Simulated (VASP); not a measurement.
# ZrC (Fm-3m) in VASP: relaxation of cell and atoms with r2SCAN

Aim: the relaxation of cell and atoms of ZrC with r2SCAN.

Everything below comes from runs of VASP 6.6.1. Logs are shortened: lines on timing, memory, paths and dates and some standing lists are left out, and cuts for length are marked.

## (1) The cell of the first run

The structure is cubic, space group Fm-3m (No. 225). The conventional cell has a = 4.730 Å, b = 4.730 Å, c = 4.730 Å, α = 90.00°, β = 90.00°, γ = 90.00°. Within 3.1 Å of Zr (site symmetry m-3m) lie 6 C at 2.37 Å. Within 3.1 Å of C (site symmetry m-3m) lie 6 Zr at 2.37 Å.

## (2) Relaxation of cell and atoms, r2SCAN

The input, POSCAR:

```
ZrC
1.0
    0.0000000000      2.3650000000      2.3650000000
    2.3650000000      0.0000000000      2.3650000000
    2.3650000000      2.3650000000      0.0000000000
Zr C
1 1
Direct
    0.5000000000      0.5000000000      0.5000000000
    0.0000000000      0.0000000000      0.0000000000
```

The input, INCAR.step1:

```
SYSTEM = ZrC
PREC = Accurate
ENCUT = 600
ISMEAR = -1
SIGMA = 0.01
LREAL = .FALSE.
LASPH = .TRUE.
NELM = 60
GGA = PE
ALGO = Normal
EDIFF = 1E-4
LWAVE = .TRUE.
LCHARG = .FALSE.
```

The input, INCAR.step2:

```
SYSTEM = ZrC
PREC = Accurate
ENCUT = 600
EDIFF = 1E-6
ISMEAR = -1
SIGMA = 0.01
LREAL = .FALSE.
LASPH = .TRUE.
NELM = 60
ALGO = Normal
ISIF = 3
LWAVE = .FALSE.
LCHARG = .FALSE.
METAGGA = R2SCAN
LMIXTAU = .TRUE.
IBRION = 2
NSW = 100
EDIFFG = -0.002
ISTART = 1
```

The input, KPOINTS:

```
Automatic mesh
0
G
  16 16 16
  0 0 0
```

Potentials or basis: VASP PAW PBE potentials, release 64 (Zr_sv, C).

The run is started by

```console
$ cat potpaw_PBE.64/Zr_sv/POTCAR potpaw_PBE.64/C/POTCAR > POTCAR
$ cp INCAR.step1 INCAR
$ mpirun -np 1 vasp_std > vasp.out
$ cp INCAR.step2 INCAR
$ mpirun -np 1 vasp_std > vasp.out
```

OUTCAR:

```text
SYSTEM = ZrC
   PREC = Accurate
   ENCUT = 600
   EDIFF = 1E-6
   ISMEAR = -1
   LREAL = .FALSE.
   LASPH = .TRUE.
   NELM = 60
   ISIF = 3
   METAGGA = R2SCAN
   IBRION = 2
   NSW = 100
   EDIFFG = -0.002
   ISTART = 1

 ion  position               nearest neighbor table
   1  0.500  0.500  0.500-   2 2.37   2 2.37   2 2.37   2 2.37   2 2.37   2 2.37
   2  0.000  0.000  0.000-   1 2.37   1 2.37   1 2.37   1 2.37   1 2.37   1 2.37

  LATTYP: Found a face centered cubic cell.
 ALAT       =     4.7300000000

  Lattice vectors:

 A1 = (   0.0000000000,   2.3650000000,   2.3650000000)
 A2 = (   2.3650000000,   0.0000000000,   2.3650000000)
 A3 = (   2.3650000000,   2.3650000000,   0.0000000000)

Analysis of symmetry for initial positions (statically):
=====================================================================
 Subroutine PRICEL returns:
 Original cell was already a primitive cell.

 Routine SETGRP: Setting up the symmetry group for a
 face centered cubic supercell.

 Subroutine GETGRP returns: Found 48 space group operations
 (whereof 48 operations were pure point group operations)
 out of a pool of 48 trial point group operations.

The static configuration has the point symmetry O_h .

Analysis of symmetry for dynamics (positions and initial velocities):
=====================================================================
 Subroutine PRICEL returns:
 Original cell was already a primitive cell.

 Routine SETGRP: Setting up the symmetry group for a
 face centered cubic supercell.

 Subroutine GETGRP returns: Found 48 space group operations
 (whereof 48 operations were pure point group operations)
 out of a pool of 48 trial point group operations.

The dynamic configuration has the point symmetry O_h .

 Subroutine INISYM returns: Found 48 space group operations
 (whereof 48 operations are pure point group operations),
 and found     1 'primitive' translations

----------------------------------------------------------------------------------------

                                     Primitive cell

  volume of cell :      26.4560

  direct lattice vectors                    reciprocal lattice vectors
     0.000000000  2.365000000  2.365000000    -0.211416490  0.211416490  0.211416490
     2.365000000  0.000000000  2.365000000     0.211416490 -0.211416490  0.211416490
     2.365000000  2.365000000  0.000000000     0.211416490  0.211416490 -0.211416490
[... 103 lines left out ...]
     AMIX     =   0.40;   BMIX     =  1.00
     AMIX_MAG =   1.60;   BMIX_MAG =  1.00
  volume/ion in A,a.u.               =      13.23        89.27
  Fermi-wavevector in a.u.,A,eV,Ry     =   1.384439  2.616209 26.077880  1.916670
  Thomas-Fermi vector in A             =   2.508943
   LORBIT       =      0    0 simple, 1 ext, 2 COOP (PROOUT), +10 PAW based schemes
   METAGGA = R2SCAN    functional components
   LHFCALC =     F    Hartree Fock is set to
   AEXX    =    0.0000 exact exchange contribution
   IVDW    =     0    specifies the selected vdW correction
   LEPSILON=     F    determine dielectric tensor
   LRPA    =     F    only Hartree local field effects (RPA)
 conjugate gradient relaxation of ions
 non-spin polarized calculation
  energy-cutoff  :      600.00
  volume of cell :       26.46
 maximum number of plane-waves:       905
   NGX = 13   NGY = 13   NGZ = 13

--------------------------------------- Ionic step        1  -------------------------------------------

 number of electron      16.0000000 magnetization

 Free energy of the ion-electron system (eV)
  ---------------------------------------------------
  ext. energy  EPLUGINS =         0.00000000
  ---------------------------------------------------
  free energy    TOTEN  =       -34.72154995 eV

  energy without entropy =      -34.72144832  energy(sigma->0) =      -34.72149914

------------------------ aborting loop because EDIFF is reached ----------------------------------------

  FORCE on cell =-STRESS in cart. coord.  units (eV):
  Direction    XX          YY          ZZ          XY          YZ          ZX
  --------------------------------------------------------------------------------------
  -------------------------------------------------------------------------------------
  Total       -0.4181186     -0.4181186     -0.4181186     -0.0000000      0.0000000     -0.0000000
  in kB      -25.3213363    -25.3213363    -25.3213363     -0.0000000      0.0000000     -0.0000000
  external PRESSURE =     -25.3213363 kB  Pullay stress =       0.0000000 kB
[... 59 lines left out ...]
--------------------------------------- Ionic step        3  -------------------------------------------

 number of electron      16.0000000 magnetization

 Free energy of the ion-electron system (eV)
  ---------------------------------------------------
  ext. energy  EPLUGINS =         0.00000000
  ---------------------------------------------------
  free energy    TOTEN  =       -34.72393018 eV

  energy without entropy =      -34.72382171  energy(sigma->0) =      -34.72387594

 E-fermi :   9.5656     XC(G=0): -12.9008

 val. band max:        9.5588070932   @ k =   0.5000   0.5000   0.0000
 cond. band min:       9.5775180232   @ k =  -0.0625   0.0625   0.0000
 fundamental gap:      0.0187109300
 Fermi energy:         9.5656070470

 k-point     1 :       0.0000    0.0000    0.0000
  band No.  band energies     occupation
      1     -40.2945      2.00000
      2     -17.3012      2.00000
      3     -17.3012      2.00000
      4     -17.3012      2.00000
      5      -2.4492      2.00000
      6      10.4835      0.00000
      7      10.4835      0.00000
      8      10.4835      0.00000
      9      10.8721      0.00000
     10      10.8721      0.00000
     11      10.8721      0.00000
     12      12.5032      0.00000
[... 331 lines left out ...]
 k-point    24 :      -0.0625    0.0625    0.0000
  band No.  band energies     occupation
      1     -40.2843      2.00000
      2     -17.3855      2.00000
      3     -17.3232      2.00000
      4     -17.3024      2.00000
      5      -2.2127      2.00000
      6       9.1492      2.00000
      7       9.3333      2.00000
      8       9.5775      0.46613
      9      11.0189      0.00000
     10      11.6196      0.00000
     11      11.6576      0.00000
     12      13.1524      0.00000

 [... further k-points ...]

------------------------ aborting loop because EDIFF is reached ----------------------------------------

  FORCE on cell =-STRESS in cart. coord.  units (eV):
  Direction    XX          YY          ZZ          XY          YZ          ZX
  --------------------------------------------------------------------------------------
  -------------------------------------------------------------------------------------
  Total       -0.0022358     -0.0022358     -0.0022358     -0.0000000      0.0000000      0.0000000
  in kB       -0.1369314     -0.1369314     -0.1369314     -0.0000000      0.0000000      0.0000000
  external PRESSURE =      -0.1369314 kB  Pullay stress =       0.0000000 kB
[... 17 lines left out ...]
  FREE ENERGIE OF THE ION-ELECTRON SYSTEM (eV)
  ---------------------------------------------------
  free  energy   TOTEN  =       -34.7239301775 eV

  energy  without entropy=      -34.7238217122  energy(sigma->0) =      -34.72387594

 reached required accuracy - stopping structural energy minimisation
```

OUTCAR.step1:

```text
SYSTEM = ZrC
   PREC = Accurate
   ENCUT = 600
   ISMEAR = -1
   LREAL = .FALSE.
   LASPH = .TRUE.
[... 580 lines left out ...]
      2.36500      2.36500      2.36500         0.000000      0.000000     -0.000000
      0.00000      0.00000      0.00000        -0.000000     -0.000000      0.000000
 -----------------------------------------------------------------------------------
    total drift:                                0.000000      0.000000      0.000000

  FREE ENERGIE OF THE ION-ELECTRON SYSTEM (eV)
  ---------------------------------------------------
  free  energy   TOTEN  =       -19.4592855992 eV

  energy  without entropy=      -19.4590317128  energy(sigma->0) =      -19.45915866
```

It took 14 min on 1 thread of Intel Xeon 8259CL, shared host; peak memory 0.22 GiB.

What came out:

```
Free energy                           : -34.7239 eV
Relaxed volume                        : 13.08 Å³/atom
Relaxed cell                          : a = 3.332 Å, b = 3.332 Å, c = 3.332 Å, α = 60.00°, β = 60.00°, γ = 60.00°
Space group after relaxing (to 0.1 Å) : Fm-3m (No. 225)
Energy gained by relaxing             : 1.2 meV/atom
Ionic steps                           : 3
Pressure after relaxing               : 0.0 GPa
Band gap on the k mesh                : zero (bands 8 and 9 overlap by 1.32 eV)
```

Step by step:
```csv
step,energy change (eV),largest force (eV/Å),pressure (GPa),volume (Å³)
1,0.0000,0.0000,-2.53,26.46
2,0.0045,0.0000,4.55,25.66
3,-0.0024,0.0000,-0.01,26.16
```

Final structure:
```
CELL_PARAMETERS angstrom
0.00000 2.35615 2.35615
2.35615 0.00000 2.35615
2.35615 2.35615 0.00000
ATOMIC_POSITIONS crystal
Zr 0.50000 0.50000 0.50000
C 0.00000 0.00000 0.00000
```

Caveat: the PAW data sets were made with another functional, which shifts forces and pressure a little.
